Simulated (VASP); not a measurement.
# ZrF (P6_3mc) in VASP: notebook

The runs below take ZrF through single point, relaxation of cell and atoms, with PBE.

Program: VASP 6.6.1. These are calculated values, not measurements. Logs are shortened: lines on timing, memory, paths and dates and some standing lists are left out, and cuts for length are marked.

## Step 1: The cell of the first run

The structure is hexagonal, space group P6_3mc (No. 186). Conventional cell: a = 3.492 Å, b = 3.492 Å, c = 5.593 Å, α = 90.00°, β = 90.00°, γ = 120.00°. Within 2.8 Å of Zr (site symmetry 3m) lie 4 F at 2.12 to 2.14 Å. F (site symmetry 3m) has 4 Zr at 2.12 to 2.14 Å within 2.8 Å.

## Step 2: Single point, PBE

File INCAR:

```
SYSTEM = ZrF
ALGO     = Normal         ! electronic algorithm
EDIFF    = 1E-6           ! SCF threshold, eV
ENCUT    = 520            ! plane-wave cutoff, eV
GGA      = PE             ! functional
ISIF     = 2              ! what is computed and relaxed
ISMEAR   = 0              ! smearing method
LASPH    = .TRUE.         ! aspherical terms in the spheres
LCHARG   = .TRUE.         ! write CHGCAR
LELF     = .TRUE.         ! ELF
LREAL    = .FALSE.        ! projectors in reciprocal space
LVHAR    = .TRUE.       
LWAVE    = .FALSE.        ! write WAVECAR
NBANDS   = 27             ! bands
NELM     = 100            ! most SCF steps
PREC     = Accurate       ! precision mode
SIGMA    = 0.1            ! smearing width, eV
```

File KPOINTS:

```
k-points
0
G
  6 6 4
  0 0 0
```

File POSCAR:

```
ZrF
1.0
    3.4923886154      0.0000000000      0.0000000000
   -1.7461943077      3.0244972608      0.0000000000
    0.0000000000      0.0000000000      5.5929399317
Zr F
2 2
Direct
    0.3333333333      0.6666666667      0.0000000000
    0.6666666667      0.3333333333      0.5000000000
    0.3333333333      0.6666666667      0.3821000000
    0.6666666667      0.3333333333      0.8821000000
```

Potentials or basis: VASP PAW PBE potentials, release 64 (Zr_sv, F).

The run is started by

```console
$ cat potpaw_PBE.64/Zr_sv/POTCAR potpaw_PBE.64/F/POTCAR > POTCAR
$ mpirun -np 1 vasp_std > vasp.out
```

OUTCAR:

```text
SYSTEM = ZrF
   EDIFF = 1E-6
   ENCUT = 520
   GGA = PE
   ISIF = 2
   ISMEAR = 0
   LASPH = .TRUE.
   LREAL = .FALSE.
   NELM = 100
   PREC = Accurate

 ion  position               nearest neighbor table
   1  0.333  0.667  0.000-   4 2.12   4 2.12   4 2.12   3 2.14   2 3.45   2 3.45   2 3.45   2 3.45
                             2 3.45   2 3.45
   2  0.667  0.333  0.500-   3 2.12   3 2.12   3 2.12   4 2.14   1 3.45   1 3.45   1 3.45   1 3.45
                             1 3.45   1 3.45
   3  0.333  0.667  0.382-   2 2.12   2 2.12   2 2.12   1 2.14
   4  0.667  0.333  0.882-   1 2.12   1 2.12   1 2.12   2 2.14

  LATTYP: Found a hexagonal cell.
 ALAT       =     3.4923886154
 C/A-ratio  =     1.6014655148

  Lattice vectors:

 A1 = (   3.4923886154,   0.0000000000,   0.0000000000)
 A2 = (  -1.7461943077,   3.0244972608,   0.0000000000)
 A3 = (   0.0000000000,   0.0000000000,   5.5929399317)

Analysis of symmetry for initial positions (statically):
=====================================================================
 Subroutine PRICEL returns:
 Original cell was already a primitive cell.

 Routine SETGRP: Setting up the symmetry group for a
 hexagonal supercell.

 Subroutine GETGRP returns: Found 12 space group operations
 (whereof  6 operations were pure point group operations)
 out of a pool of 24 trial point group operations.

The static configuration has the point symmetry C_3v.
 The point group associated with its full space group is C_6v.

Analysis of symmetry for dynamics (positions and initial velocities):
=====================================================================
 Subroutine PRICEL returns:
 Original cell was already a primitive cell.

 Routine SETGRP: Setting up the symmetry group for a
 hexagonal supercell.

 Subroutine GETGRP returns: Found 12 space group operations
 (whereof  6 operations were pure point group operations)
 out of a pool of 24 trial point group operations.

The dynamic configuration has the point symmetry C_3v.
 The point group associated with its full space group is C_6v.

 Subroutine INISYM returns: Found 12 space group operations
 (whereof  6 operations are pure point group operations),
 and found     1 'primitive' translations

----------------------------------------------------------------------------------------

                                     Primitive cell
[... 89 lines left out ...]
   ENCUT  =  520.0 eV  38.22 Ry    6.18 a.u.   6.49  6.49 10.40*2*pi/ulx,y,z
   NELM   =    100;   NELMIN=  2; NELMDL= -5     # of ELM steps
   EDIFF  = 0.1E-05   stopping-criterion for ELM
   LREAL  =      F    real-space projection
   EDIFFG = 0.1E-04   stopping-criterion for IOM
   NSW    =      0    number of steps for IOM
   IBRION =     -1    ionic relax: 0-MD 1-quasi-New 2-CG
   NFREE  =      0    steps in history (QN), initial steepest desc. (CG)
   ISIF   =      2    stress and relaxation
   ISYM   =      2    0-nonsym 1-usesym 2-fastsym
   POTIM  = 0.5000    time-step for ionic-motion
   TEBEG  =    0.0;   TEEND  =   0.0 temperature during run
   PSTRESS=    0.0 pullay stress
   NELECT =      38.0000    total number of electrons
   NUPDOWN=      -1.0000    fix difference up-down
   EMIN   =  10.00;   EMAX   =-10.00  energy-range for DOS
   EFERMI =   0.00;   METHOD = LEGACY
   ISMEAR =     0;   SIGMA  =   0.10  broadening in eV -4-tet -1-fermi 0-gaus
   EFERMI_NEDOS =   21; number of points for ismear=-14 and -15
   IALGO  =     38    algorithm
   IMIX   =      4    mixing-type and parameters
     AMIX     =   0.40;   BMIX     =  1.00
     AMIX_MAG =   1.60;   BMIX_MAG =  1.00
  volume/ion in A,a.u.               =      14.77        99.67
  Fermi-wavevector in a.u.,A,eV,Ry     =   1.413180  2.670522 27.171881  1.997077
  Thomas-Fermi vector in A             =   2.534852
   LORBIT       =      0    0 simple, 1 ext, 2 COOP (PROOUT), +10 PAW based schemes
   GGA     = PE    functional components
   LHFCALC =     F    Hartree Fock is set to
   AEXX    =    0.0000 exact exchange contribution
   IVDW    =     0    specifies the selected vdW correction
   LEPSILON=     F    determine dielectric tensor
   LRPA    =     F    only Hartree local field effects (RPA)
 non-spin polarized calculation
 Gauss-broadening in eV      SIGMA  =   0.10
  energy-cutoff  :      520.00
  volume of cell :       59.08
 maximum number of plane-waves:      1616
 NGX is ok and might be reduce to    28
   NGX = 13   NGY = 13   NGZ = 21

 number of electron      37.9999980 magnetization

 Free energy of the ion-electron system (eV)
  ---------------------------------------------------
  ext. energy  EPLUGINS =         0.00000000
  ---------------------------------------------------
  free energy    TOTEN  =       -25.71523823 eV

  energy without entropy =      -25.68659118  energy(sigma->0) =      -25.70091470

 E-fermi :   9.3517     XC(G=0): -11.3120

 val. band max:        9.3493120608   @ k =   0.3333   0.3333   0.5000
 cond. band min:       9.3684462598   @ k =   0.3333   0.1667   0.2500
 fundamental gap:      0.0191341990
 Fermi energy:         9.3516614475

 k-point     1 :       0.0000    0.0000    0.0000
  band No.  band energies     occupation
      1     -40.6378      2.00000
      2     -40.5561      2.00000
      3     -20.4258      2.00000
      4     -18.6050      2.00000
      5     -18.6016      2.00000
      6     -18.6016      2.00000
[... 619 lines left out ...]
     26      12.7173      0.00000
     27      16.6942      0.00000

------------------------ aborting loop because EDIFF is reached ----------------------------------------

  FORCE on cell =-STRESS in cart. coord.  units (eV):
  Direction    XX          YY          ZZ          XY          YZ          ZX
  --------------------------------------------------------------------------------------
  -------------------------------------------------------------------------------------
  Total        7.4227190      7.4227190     10.2832309      0.0000000      0.0000000      0.0000000
  in kB      201.3064480    201.3064480    278.8844230      0.0000000      0.0000000      0.0000000
  external PRESSURE =     227.1657730 kB  Pullay stress =       0.0000000 kB

 VOLUME and BASIS-vectors are now :
 -----------------------------------------------------------------------------
  energy-cutoff  :      520.00
  volume of cell :       59.08
      direct lattice vectors                 reciprocal lattice vectors
     3.492388615  0.000000000  0.000000000     0.286336977  0.165316731  0.000000000
    -1.746194308  3.024497261  0.000000000     0.000000000  0.330633462  0.000000000
     0.000000000  0.000000000  5.592939932     0.000000000  0.000000000  0.178796842

 POSITION                                       TOTAL-FORCE (eV/Angst)
 -----------------------------------------------------------------------------------
     -0.00000      2.01633      0.00000         0.000000      0.000000      0.622560
      1.74619      1.00817      2.79647        -0.000000     -0.000000      0.622560
     -0.00000      2.01633      2.13706         0.000000     -0.000000     -0.622560
      1.74619      1.00817      4.93353        -0.000000      0.000000     -0.622560
 -----------------------------------------------------------------------------------
    total drift:                               -0.000001      0.000000      0.001054

  FREE ENERGIE OF THE ION-ELECTRON SYSTEM (eV)
  ---------------------------------------------------
  free  energy   TOTEN  =       -25.7152382259 eV

  energy  without entropy=      -25.6865911839  energy(sigma->0) =      -25.70091470
```

OSZICAR:

```text
N       E                     dE             d eps       ncg     rms          rms(c)
DAV:   1     0.366765959205E+03    0.36677E+03   -0.21879E+04  1134   0.144E+03
DAV:   2    -0.119016918256E+01   -0.36796E+03   -0.35972E+03  1278   0.416E+02
DAV:   3    -0.268740137406E+02   -0.25684E+02   -0.25302E+02  1798   0.949E+01
DAV:   4    -0.280487884487E+02   -0.11748E+01   -0.11724E+01  1594   0.178E+01
DAV:   5    -0.280774774304E+02   -0.28689E-01   -0.28677E-01  1616   0.223E+00    0.219E+01
DAV:   6    -0.257532603255E+02    0.23242E+01   -0.80810E+00  1289   0.223E+01    0.950E+00
DAV:   7    -0.257248620183E+02    0.28398E-01   -0.10609E+00  1764   0.570E+00    0.476E+00
DAV:   8    -0.257205586435E+02    0.43034E-02   -0.14827E-01  1340   0.241E+00    0.600E-01
DAV:   9    -0.257156163444E+02    0.49423E-02   -0.41758E-02  1354   0.141E+00    0.470E-01
DAV:  10    -0.257152265984E+02    0.38975E-03   -0.58280E-03  1468   0.705E-01    0.710E-02
DAV:  11    -0.257152450012E+02   -0.18403E-04   -0.26968E-04  1343   0.115E-01    0.192E-02
DAV:  12    -0.257152382927E+02    0.67085E-05   -0.42065E-05  1718   0.546E-02    0.154E-02
DAV:  13    -0.257152381810E+02    0.11166E-06   -0.10227E-05  1383   0.281E-02    0.211E-03
DAV:  14    -0.257152382259E+02   -0.44856E-07   -0.47293E-07   682   0.515E-03
   1 F= -.25715238E+02 E0= -.25700915E+02  d E =-.286470E-01
```

stdout:

```text
POSCAR found type information on POSCAR ZrF
 POSCAR found :  2 types and       4 ions
 scaLAPACK will be used
 LDA part: xc-table for (Slater+PW92), standard interpolation
 POSCAR, INCAR and KPOINTS ok, starting setup
 FFT: planning ... GRIDC
 FFT: planning ... GRID_SOFT
 FFT: planning ... GRID
 WAVECAR not read
 entering main loop
```

It took 41 s on 1 thread of Intel Xeon Platinum 8259CL at 2.50GHz (Skylake/Cascade Lake), shared host; peak memory 0.18 GiB.

Results:

| Quantity | Value |
| --- | --- |
| Free energy | -25.7152 eV |
| Pressure | 22.7 GPa |
| Largest force | 0.623 eV/Å |
| Band gap on the k mesh | zero (band 19 reaches 10.56 eV, above the bottom of band 20 at 8.86 eV) |

Forces in eV/Å, atoms in the order of the input:
```
Zr   0.000  0.000  0.623
Zr   0.000  0.000  0.623
F    0.000  0.000 -0.623
F    0.000  0.000 -0.623
```

Stress tensor (GPa, compression positive):
```
20.13  0.00  0.00
 0.00 20.13  0.00
 0.00  0.00 27.89
```

## Step 3: Single point, PBE

This run uses another cell than the first one, of 16.28 Å³/atom, 1.102 times its volume.

File INCAR:

```
SYSTEM = ZrF
  PREC = Accurate
  ENCUT = 520
  EDIFF = 1E-6
  ISMEAR = 0
  SIGMA = 0.1
  LREAL = .FALSE.
  LASPH = .TRUE.
  NELM = 80
  ALGO = Normal
  ISIF = 2
  LWAVE = .FALSE.
  LCHARG = .FALSE.
  GGA = PE
  NBANDS = 27
```

File KPOINTS:

```
Automatic mesh
0
G
  6 6 4
  0 0 0
```

File POSCAR:

```
ZrF
1.0
    3.1309127589      0.0000000000      0.0000000000
   -1.5654563794      2.7114499862      0.0000000000
    0.0000000000      0.0000000000      7.6721734360
Zr F
2 2
Direct
    0.3333333333      0.6666666667      0.0436622209
    0.6666666667      0.3333333333      0.5436622209
    0.3333333333      0.6666666667      0.3384377791
    0.6666666667      0.3333333333      0.8384377791
```

Potentials or basis: VASP PAW PBE potentials, release 64 (Zr_sv, F).

The run is started by

```console
$ cat potpaw_PBE.64/Zr_sv/POTCAR potpaw_PBE.64/F/POTCAR > POTCAR
$ mpirun -np 1 vasp_std > vasp.out
```

It took 34 s on 1 thread of Intel Xeon Platinum 8259CL at 2.50GHz (Skylake/Cascade Lake), shared host; peak memory 0.18 GiB.

Results (log left out):

- Free energy: -27.5182 eV
- Pressure: -0.1 GPa
- Largest force: 0.012 eV/Å
- Band gap on the k mesh: zero (band 19 reaches 9.03 eV, above the bottom of band 20 at 7.67 eV)

Forces in eV/Å, atoms in the order of the input:
```
Zr   0.000  0.000  0.012
Zr   0.000  0.000  0.012
F    0.000  0.000 -0.012
F    0.000  0.000 -0.012
```

Stress tensor (GPa, compression positive):
```
-0.19  0.00  0.00
 0.00 -0.19  0.00
 0.00  0.00  0.06
```

Levels at points of the mesh, in eV from the Fermi level:
```tsv
k point	band 16	band 17	band 18	band 19	band 20	band 21	band 22	band 23
(0.00, 0.00, 0.00)	-7.38	-3.40	-2.90	0.78	0.78	0.92	0.92	0.99
(0.50, 0.00, 0.00)	-7.55	-2.38	-1.91	-0.09	0.15	2.37	2.43	3.07
(0.00, 0.00, 0.50)	-7.46	-3.02	-3.02	0.86	0.86	0.86	0.86	1.05
(0.50, 0.00, 0.50)	-7.70	-2.12	-2.12	0.03	0.03	2.72	2.72	3.08
```

Caveat: the k points lie up to 0.39 Å⁻¹ apart.

## Step 4: Relaxation of cell and atoms, PBE

File INCAR:

```
SYSTEM = ZrF
ALGO     = Normal         ! electronic algorithm
EDIFF    = 1E-7           ! SCF threshold, eV
EDIFFG   = -0.04          ! ionic threshold
ENCUT    = 600            ! plane-wave cutoff, eV
GGA      = PE             ! functional
IBRION   = 2              ! ionic algorithm
ISIF     = 3              ! what is computed and relaxed
ISMEAR   = 0              ! smearing method
LASPH    = .TRUE.         ! aspherical terms in the spheres
LCHARG   = .FALSE.        ! write CHGCAR
LREAL    = .FALSE.        ! projectors in reciprocal space
LWAVE    = .FALSE.        ! write WAVECAR
NELM     = 80             ! most SCF steps
NSW      = 90             ! ionic steps
PREC     = Accurate       ! precision mode
SIGMA    = 0.1            ! smearing width, eV
```

File KPOINTS:

```
k-points
0
G
  6 6 4
  0 0 0
```

File POSCAR:

```
ZrF
1.0
    3.4923886154      0.0000000000      0.0000000000
   -1.7461943077      3.0244972608      0.0000000000
    0.0000000000      0.0000000000      5.5929399317
Zr F
2 2
Direct
    0.3333333333      0.6666666667      0.0000000000
    0.6666666667      0.3333333333      0.5000000000
    0.3333333333      0.6666666667      0.3821000000
    0.6666666667      0.3333333333      0.8821000000
```

The run is started by

```console
$ cat potpaw_PBE.64/Zr_sv/POTCAR potpaw_PBE.64/F/POTCAR > POTCAR
$ mpirun -np 1 vasp_std > vasp.out
```

Run time: 7.7 min. Hardware: 1 thread of Intel Xeon Platinum 8259CL at 2.50GHz (Skylake/Cascade Lake), shared host; peak memory 0.21 GiB.

The run converged. Its results:

```
Free energy                            : -27.3572 eV
Relaxed volume                         : 16.09 Å³/atom
Relaxed cell                           : a = 3.170 Å, b = 3.170 Å, c = 7.398 Å, α = 90.00°, β = 90.00°, γ = 120.00°
Space group after relaxing (to 0.05 Å) : P6_3mc (No. 186)
Energy gained by relaxing              : 409.1 meV/atom
Ionic steps                            : 16
Pressure after relaxing                : -0.2 GPa
Largest force after relaxing           : 0.012 eV/Å
Band gap on the k mesh                 : zero (band 19 reaches 9.24 eV, above the bottom of band 20 at 7.91 eV)
```

Forces in eV/Å, atoms in the order of the input:
```
Zr   0.000  0.000 -0.012
Zr   0.000  0.000 -0.012
F    0.000  0.000  0.012
F    0.000  0.000  0.012
```

Stress tensor (GPa, compression positive):
```
-0.19  0.00  0.00
 0.00 -0.19  0.00
 0.00  0.00 -0.32
```

Step by step:
| step | energy change (eV) | largest force (eV/Å) | pressure (GPa) | volume (Å³) |
| --- | --- | --- | --- | --- |
| 1 | 0.0000 | 0.6224 | 22.65 | 59.08 |
| 2 | -0.3494 | 0.3649 | -10.63 | 78.76 |
| 3 | -0.6737 | 0.4687 | -1.12 | 69.56 |
| 4 | -0.6738 | 0.4718 | -0.80 | 69.34 |
| 5 | -0.7692 | 0.4846 | -0.80 | 69.21 |
| 6 | -0.9891 | 0.7149 | -0.59 | 68.53 |
| 7 | -1.5865 | 0.3389 | -1.69 | 66.01 |
| 8 | 1.1595 | 0.6970 | 8.64 | 57.13 |
| 9 | -1.5862 | 0.5885 | -1.18 | 65.47 |
| 10 | -1.5084 | 0.0398 | -0.69 | 63.02 |
| 11 | -1.6134 | 0.3130 | -1.31 | 64.66 |
| 12 | -1.6246 | 0.0527 | 2.73 | 62.82 |
| 13 | -1.6298 | 0.1619 | 1.22 | 63.47 |
| 14 | -1.6333 | 0.1500 | -0.35 | 64.39 |
| 15 | -1.6358 | 0.0287 | 0.24 | 64.03 |
| 16 | -1.6365 | 0.0124 | -0.23 | 64.36 |

Final structure:
```yaml
crystal:
  lattice:
    - [3.16960, 0.00000, 0.00000]
    - [-1.58480, 2.74496, 0.00000]
    - [0.00000, 0.00000, 7.39764]
  atoms:
    - { symbol: Zr, position: [0.33333, 0.66667, 0.04204] }
    - { symbol: Zr, position: [0.66667, 0.33333, 0.54204] }
    - { symbol: F, position: [0.33333, 0.66667, 0.34006] }
    - { symbol: F, position: [0.66667, 0.33333, 0.84006] }
```

Levels at points of the mesh, in eV from the Fermi level:
```tsv
k point	band 17	band 18	band 19	band 20	band 21	band 22
(0.00, 0.00, 0.00)	-3.32	-2.78	0.75	0.75	0.97	0.97
(0.50, 0.00, 0.00)	-2.31	-1.69	0.04	0.19	2.31	2.33
(0.00, 0.00, 0.50)	-2.87	-2.87	0.87	0.87	0.87	0.87
(0.50, 0.00, 0.50)	-1.96	-1.96	0.08	0.08	2.70	2.70
```

[end of part 1 of 2]
